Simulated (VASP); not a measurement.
# Mg (Im-3m) in VASP: further runs

Runs on Mg. Level: LDA. Tasks: relaxation of cell and atoms.

Everything below comes from runs of VASP 6.6.1. Logs are shortened: lines on timing, memory, paths and dates and some standing lists are left out, and cuts for length are marked.

### Step 1. The cell of the first run

Symmetry: Im-3m, No. 229, cubic system. Conventional cell: a = 3.279 Å, b = 3.279 Å, c = 3.279 Å, α = 90.00°, β = 90.00°, γ = 90.00°. Within 3.7 Å of Mg (site symmetry m-3m) lie 14 Mg at 2.84 to 3.28 Å.

This isn't the form of Mg at room conditions, which is hcp.

### Step 2. Relaxation of cell and atoms, LDA, target pressure 12 GPa, at which the enthalpy is minimised

INCAR

```
  ALGO = Normal
  EDIFF = 1E-6
  EDIFFG = -0.005
  ENCUT = 600
  GGA = CA
  IBRION = 2
  ISIF = 3
  ISMEAR = -1
  LASPH = True
  LCHARG = False
  LREAL = False
  LWAVE = False
  NELM = 100
  NSW = 60
  PREC = Accurate
  PSTRESS = 120.0
  SIGMA = 0.1
```

KPOINTS

```
k-points
0
Gamma
  16 16 16
```

POSCAR

```
Mg
1.0
   -1.6393868251      1.6393868251      1.6393868251
    1.6393868251     -1.6393868251      1.6393868251
    1.6393868251      1.6393868251     -1.6393868251
Mg
1
Direct
    0.0000000000      0.0000000000      0.0000000000
```

Potentials or basis: VASP PAW LDA potentials, release 64 (Mg).

The run is started by

```sh
$ cat potpaw_LDA.64/Mg/POTCAR > POTCAR
$ mpirun -np 1 vasp_std > vasp.out
```

OUTCAR:

```text
EDIFF = 1E-6
   EDIFFG = -0.005
   ENCUT = 600
   GGA = CA
   IBRION = 2
   ISIF = 3
   ISMEAR = -1
   LASPH = True
   LREAL = False
   NELM = 100
   NSW = 60
   PREC = Accurate
   PSTRESS = 120.0

 ion  position               nearest neighbor table
   1  0.000  0.000  0.000-

  LATTYP: Found a body centered cubic cell.
 ALAT       =     3.2787736502

  Lattice vectors:

 A1 = (  -1.6393868251,   1.6393868251,   1.6393868251)
 A2 = (   1.6393868251,  -1.6393868251,   1.6393868251)
 A3 = (   1.6393868251,   1.6393868251,  -1.6393868251)

Analysis of symmetry for initial positions (statically):
=====================================================================
 Subroutine PRICEL returns:
 Original cell was already a primitive cell.

 Routine SETGRP: Setting up the symmetry group for a
 body centered cubic supercell.

 Subroutine GETGRP returns: Found 48 space group operations
 (whereof 48 operations were pure point group operations)
 out of a pool of 48 trial point group operations.

The static configuration has the point symmetry O_h .

Analysis of symmetry for dynamics (positions and initial velocities):
=====================================================================
 Subroutine PRICEL returns:
 Original cell was already a primitive cell.

 Routine SETGRP: Setting up the symmetry group for a
 body centered cubic supercell.

 Subroutine GETGRP returns: Found 48 space group operations
 (whereof 48 operations were pure point group operations)
 out of a pool of 48 trial point group operations.

The dynamic configuration has the point symmetry O_h .

 Subroutine INISYM returns: Found 48 space group operations
 (whereof 48 operations are pure point group operations),
 and found     1 'primitive' translations

----------------------------------------------------------------------------------------

                                     Primitive cell

  volume of cell :      17.6240

  direct lattice vectors                    reciprocal lattice vectors
    -1.639386825  1.639386825  1.639386825     0.000000000  0.304992081  0.304992081
     1.639386825 -1.639386825  1.639386825     0.304992081  0.000000000  0.304992081
     1.639386825  1.639386825 -1.639386825     0.304992081  0.304992081  0.000000000

  length of vectors
     2.839501274  2.839501274  2.839501274     0.431323938  0.431323938  0.431323938

  position of ions in fractional coordinates (direct lattice)
     0.000000000  0.000000000  0.000000000

  ion indices of the primitive-cell ions
   primitive index   ion index
                 1           1

----------------------------------------------------------------------------------------

 KPOINTS: k-points

Automatic generation of k-mesh.
 Grid dimensions read from file:
 generate k-points for:   16   16   16

 Generating k-lattice:

  Cartesian coordinates                     Fractional coordinates (reciprocal lattice)
     0.000000000  0.019062005  0.019062005     0.062500000  0.000000000  0.000000000
     0.019062005  0.000000000  0.019062005     0.000000000  0.062500000  0.000000000
     0.019062005  0.019062005  0.000000000     0.000000000  0.000000000  0.062500000

  Length of vectors
     0.026957746  0.026957746  0.026957746

  Shift w.r.t. Gamma in fractional coordinates (k-lattice)
     0.000000000  0.000000000  0.000000000

 Subroutine IBZKPT returns following result:
 ===========================================

 Found    145 irreducible k-points:

 Following reciprocal coordinates:
            Coordinates               Weight
  0.000000  0.000000  0.000000      1.000000
  0.062500  0.000000  0.000000     12.000000
  0.125000  0.000000  0.000000     12.000000
  0.187500  0.000000  0.000000     12.000000
  0.250000  0.000000  0.000000     12.000000
  0.312500  0.000000  0.000000     12.000000
[... 16 lines left out ...]
  0.187500  0.187500  0.000000     24.000000
  0.250000  0.187500  0.000000     48.000000
 [... further k-points ...]
   k-points           NKPTS =    145   k-points in BZ     NKDIM =    145   number of bands    NBANDS=      5
   number of dos      NEDOS =    301   number of ions     NIONS =      1
   total plane-waves  NPLWV =  13824
   dimension x,y,z NGX =    24 NGY =   24 NGZ =   24
   dimension x,y,z NGXF=    48 NGYF=   48 NGZF=   48
   ions per type =               1
   NGX,Y,Z   is equivalent  to a cutoff of  14.05, 14.05, 14.05 a.u.
   NGXF,Y,Z  is equivalent  to a cutoff of  28.10, 28.10, 28.10 a.u.
 SYSTEM =  unknown system
   PREC   = accura    normal or accurate (medium, high low for compatibility)
   ISTART =      0    job   : 0-new  1-cont  2-samecut
   ICHARG =      2    charge: 1-file 2-atom 10-const
   ISPIN  =      1    spin polarized calculation?
   LNONCOLLINEAR =      F non collinear calculations
   LSORBIT =      F    spin-orbit coupling
   LASPH  =      T    aspherical Exc in radial PAW
   ENCUT  =  600.0 eV  44.10 Ry    6.64 a.u.   5.67  5.67  5.67*2*pi/ulx,y,z
   NELM   =    100;   NELMIN=  2; NELMDL= -5     # of ELM steps
   EDIFF  = 0.1E-05   stopping-criterion for ELM
   LREAL  =      F    real-space projection
   EDIFFG = -.5E-02   stopping-criterion for IOM
   NSW    =     60    number of steps for IOM
   IBRION =      2    ionic relax: 0-MD 1-quasi-New 2-CG
   NFREE  =      1    steps in history (QN), initial steepest desc. (CG)
   ISIF   =      3    stress and relaxation
   ISYM   =      2    0-nonsym 1-usesym 2-fastsym
   POTIM  = 0.5000    time-step for ionic-motion
   TEBEG  =    0.0;   TEEND  =   0.0 temperature during run
   PSTRESS=  120.0 pullay stress
   NELECT =       2.0000    total number of electrons
   NUPDOWN=      -1.0000    fix difference up-down
   EMIN   =  10.00;   EMAX   =-10.00  energy-range for DOS
   EFERMI =   0.00;   METHOD = LEGACY
   ISMEAR =    -1;   SIGMA  =   0.10  broadening in eV -4-tet -1-fermi 0-gaus
   EFERMI_NEDOS =   21; number of points for ismear=-14 and -15
   IALGO  =     38    algorithm
   IMIX   =      4    mixing-type and parameters
     AMIX     =   0.40;   BMIX     =  1.00
     AMIX_MAG =   1.60;   BMIX_MAG =  1.00
  volume/ion in A,a.u.               =      17.62       118.93
  Fermi-wavevector in a.u.,A,eV,Ry     =   0.792593  1.497783  8.547223  0.628203
  Thomas-Fermi vector in A             =   1.898362
   LORBIT       =      0    0 simple, 1 ext, 2 COOP (PROOUT), +10 PAW based schemes
   GGA     = CA    functional components
   LHFCALC =     F    Hartree Fock is set to
   AEXX    =    0.0000 exact exchange contribution
   IVDW    =     0    specifies the selected vdW correction
   LEPSILON=     F    determine dielectric tensor
   LRPA    =     F    only Hartree local field effects (RPA)
 conjugate gradient relaxation of ions
 non-spin polarized calculation
  energy-cutoff  :      600.00
  volume of cell :       17.62
 maximum number of plane-waves:       604
   NGX = 11   NGY = 11   NGZ = 11

--------------------------------------- Ionic step        1  -------------------------------------------

 number of electron       2.0000000 magnetization

 Free energy of the ion-electron system (eV)
  ---------------------------------------------------
  ext. energy  EPLUGINS =         0.00000000
  ---------------------------------------------------
  free energy    TOTEN  =        -1.67233049 eV

  energy without entropy =       -1.66001172  energy(sigma->0) =       -1.66617111

------------------------ aborting loop because EDIFF is reached ----------------------------------------

  FORCE on cell =-STRESS in cart. coord.  units (eV):
  Direction    XX          YY          ZZ          XY          YZ          ZX
  --------------------------------------------------------------------------------------
  -------------------------------------------------------------------------------------
  Total        1.2649841      1.2649841      1.2649841      0.0000000      0.0000000      0.0000000
  in kB      114.9982798    114.9982798    114.9982798      0.0000000      0.0000000      0.0000000
  external PRESSURE =      -5.0017202 kB  Pullay stress =     120.0000000 kB

 VOLUME and BASIS-vectors are now :
 -----------------------------------------------------------------------------
  energy-cutoff  :      600.00
  volume of cell :       17.62
      direct lattice vectors                 reciprocal lattice vectors
    -1.639386825  1.639386825  1.639386825     0.000000000  0.304992081  0.304992081
     1.639386825 -1.639386825  1.639386825     0.304992081  0.000000000  0.304992081
     1.639386825  1.639386825 -1.639386825     0.304992081  0.304992081  0.000000000
[... 44 lines left out ...]
  FREE ENERGIE OF THE ION-ELECTRON SYSTEM (eV)
  ---------------------------------------------------
  free  energy   TOTEN  =        -1.6619970466 eV

  energy  without entropy=       -1.6497611771  energy(sigma->0) =       -1.65587911

  enthalpy is  TOTEN    =        -0.3524769105 eV   P V=        1.3095201362

--------------------------------------- Ionic step        3  -------------------------------------------

 number of electron       2.0000000 magnetization

 Free energy of the ion-electron system (eV)
  ---------------------------------------------------
  ext. energy  EPLUGINS =         0.00000000
  ---------------------------------------------------
  free energy    TOTEN  =        -1.66454893 eV

  energy without entropy =       -1.65229287  energy(sigma->0) =       -1.65842090

 E-fermi :   4.0718     XC(G=0):  -9.5996

 val. band max:        4.0275879240   @ k =   0.3125   0.2500   0.1250
 cond. band min:       4.0819823044   @ k =   0.5000   0.5000   0.1875
 fundamental gap:      0.0543943804
 Fermi energy:         4.0718020771

 k-point     1 :       0.0000    0.0000    0.0000
  band No.  band energies     occupation
      1      -4.1193      2.00000
      2      18.8877      0.00000
      3      18.8877      0.00000
      4      18.8877      0.00000
      5      21.3029      0.00000

 k-point     2 :       0.0625    0.0000    0.0000
  band No.  band energies     occupation
      1      -4.0092      2.00000
      2      17.7847      0.00000
      3      18.3378      0.00000
      4      18.5873      0.00000
      5      20.4349      0.00000

 k-point     3 :       0.1250    0.0000    0.0000
  band No.  band energies     occupation
      1      -3.6798      2.00000
      2      15.4277      0.00000
      3      17.2874      0.00000
      4      17.9490      0.00000
      5      19.3858      0.00000
[... 153 lines left out ...]
 k-point    23 :       0.1875    0.1875    0.0000
  band No.  band energies     occupation
      1      -1.2045      2.00000
      2       9.5109      0.00000
      3      10.8334      0.00000
      4      15.3768      0.00000
      5      19.1010      0.00000

 k-point    24 :       0.2500    0.1875    0.0000
  band No.  band energies     occupation
      1      -0.1566      2.00000
      2       7.7916      0.00000
      3       9.8781      0.00000
      4      14.8516      0.00000
      5      19.0492      0.00000

 [... further k-points ...]

------------------------ aborting loop because EDIFF is reached ----------------------------------------

  FORCE on cell =-STRESS in cart. coord.  units (eV):
  Direction    XX          YY          ZZ          XY          YZ          ZX
  --------------------------------------------------------------------------------------
  -------------------------------------------------------------------------------------
  Total        1.3122016      1.3122016      1.3122016      0.0000000      0.0000000     -0.0000000
  in kB      120.0134152    120.0134152    120.0134152      0.0000000      0.0000000     -0.0000000
  external PRESSURE =       0.0134152 kB  Pullay stress =     120.0000000 kB

 VOLUME and BASIS-vectors are now :
 -----------------------------------------------------------------------------
  energy-cutoff  :      600.00
  volume of cell :       17.52
      direct lattice vectors                 reciprocal lattice vectors
    -1.636089720  1.636089720  1.636089720     0.000000000  0.305606712  0.305606712
     1.636089720 -1.636089720  1.636089720     0.305606712  0.000000000  0.305606712
     1.636089720  1.636089720 -1.636089720     0.305606712  0.305606712  0.000000000

 POSITION                                       TOTAL-FORCE (eV/Angst)
 -----------------------------------------------------------------------------------
      0.00000      0.00000      0.00000        -0.000000      0.000000     -0.000000
 -----------------------------------------------------------------------------------
    total drift:                               -0.000000      0.000000     -0.000000

  FREE ENERGIE OF THE ION-ELECTRON SYSTEM (eV)
  ---------------------------------------------------
  free  energy   TOTEN  =        -1.6645489286 eV

  energy  without entropy=       -1.6522928699  energy(sigma->0) =       -1.65842090

  enthalpy is  TOTEN    =        -0.3524940441 eV   P V=        1.3120548845

 reached required accuracy - stopping structural energy minimisation
```

Wall time 9.4 s (1 thread of AMD EPYC 9R45 (Zen 5), shared host); peak memory 0.11 GiB.

Results:

* Free energy: -1.6645 eV
* Relaxed volume: 17.52 Å³/atom
* Relaxed cell: a = 2.834 Å, b = 2.834 Å, c = 2.834 Å, α = 109.47°, β = 109.47°, γ = 109.47°
* Space group after relaxing (to 0.1 Å): Im-3m (No. 229)
* Energy change on relaxing (the run minimises the enthalpy): +7.8 meV/atom
* Ionic steps: 3
* Pressure after relaxing: 12.0 GPa
* Band gap on the k mesh: zero (bands 1 and 2 overlap by 5.00 eV)

The path:
| step | energy change (eV) | largest force (eV/Å) | pressure (GPa) | volume (Å³) |
| --- | --- | --- | --- | --- |
| 1 | 0.0000 | 0.0000 | 11.50 | 17.62 |
| 2 | 0.0103 | 0.0000 | 12.16 | 17.48 |
| 3 | 0.0078 | 0.0000 | 12.00 | 17.52 |

Final structure:
```
Mg
1.0
    -1.63609    1.63609    1.63609
     1.63609   -1.63609    1.63609
     1.63609    1.63609   -1.63609
Mg
1
Cartesian
  0.0000 0.0000 0.0000
```

Caveat: the cell is relaxed towards a set pressure, so the run minimises the enthalpy, not the energy.

### Step 3. Relaxation of cell and atoms, LDA, target pressure 12 GPa, at which the enthalpy is minimised

This run uses another cell than the first one, of 17.58 Å³/atom.

INCAR

```
SYSTEM = Mg
ALGO = Normal
EDIFF = 1E-6
EDIFFG = -0.005
ENCUT = 600
IBRION = 2
ISIF = 3
ISMEAR = -1
LASPH = .TRUE.
LCHARG = .FALSE.
LREAL = .FALSE.
LWAVE = .FALSE.
NELM = 60
NSW = 32
PREC = Accurate
PSTRESS = 120.0
SIGMA = 0.1
```

KPOINTS

```
k-points
0
G
  16 16 16
  0 0 0
```

POSCAR

```
Mg
1.0
   -1.6380884727      1.6380884727      1.6380884727
    1.6380884727     -1.6380884727      1.6380884727
    1.6380884727      1.6380884727     -1.6380884727
Mg
1
Direct
    0.0000000000      0.0000000000      0.0000000000
```

Potentials or basis: VASP PAW LDA potentials, release 64 (Mg).

The run is started by

```sh
$ cat potpaw_LDA.64/Mg/POTCAR > POTCAR
$ mpirun -np 1 vasp_std > vasp.out
```

Wall time 8.8 s (1 thread of AMD EPYC 9R45 (Zen 5), shared host); peak memory 0.11 GiB.

It converged, with:

| Quantity | Value |
| --- | --- |
| Free energy | -1.6645 eV |
| Relaxed volume | 17.52 Å³/atom |
| Relaxed cell | a = 2.834 Å, b = 2.834 Å, c = 2.834 Å, α = 109.47°, β = 109.47°, γ = 109.47° |
| Space group after relaxing (to 0.1 Å) | Im-3m (No. 229) |
| Energy change on relaxing (the run minimises the enthalpy) | +4.8 meV/atom |
| Ionic steps | 3 |
| Pressure after relaxing | 12.0 GPa |
| Band gap on the k mesh | zero (bands 1 and 2 overlap by 5.00 eV) |

The path:
| step | energy change (eV) | largest force (eV/Å) | pressure (GPa) | volume (Å³) |
| --- | --- | --- | --- | --- |
| 1 | 0.0000 | 0.0000 | 11.70 | 17.58 |
| 2 | 0.0063 | 0.0000 | 12.10 | 17.50 |
| 3 | 0.0048 | 0.0000 | 12.00 | 17.52 |

Final structure:
```xyz
1
Lattice="-1.6361 1.6361 1.6361 1.6361 -1.6361 1.6361 1.6361 1.6361 -1.6361" Properties=species:S:1:pos:R:3 pbc="T T T"
Mg    0.0000    0.0000    0.0000
```

Levels at points of the mesh, in eV from the Fermi level:
```csv
k point,band 1,band 2,band 3,band 4,band 5
"(0.00, 0.00, 0.00)",-8.19,14.82,14.82,14.82,17.23
"(0.50, 0.00, 0.00)",-1.87,-0.92,9.60,11.51,12.09
"(0.50, 0.50, 0.50)",4.08,4.08,4.71,4.71,4.71
```

Caveat: the cell is relaxed towards a set pressure, so the run minimises the enthalpy, not the energy.

The gap in the log of VASP goes by the Fermi energy; the results here count the filled bands.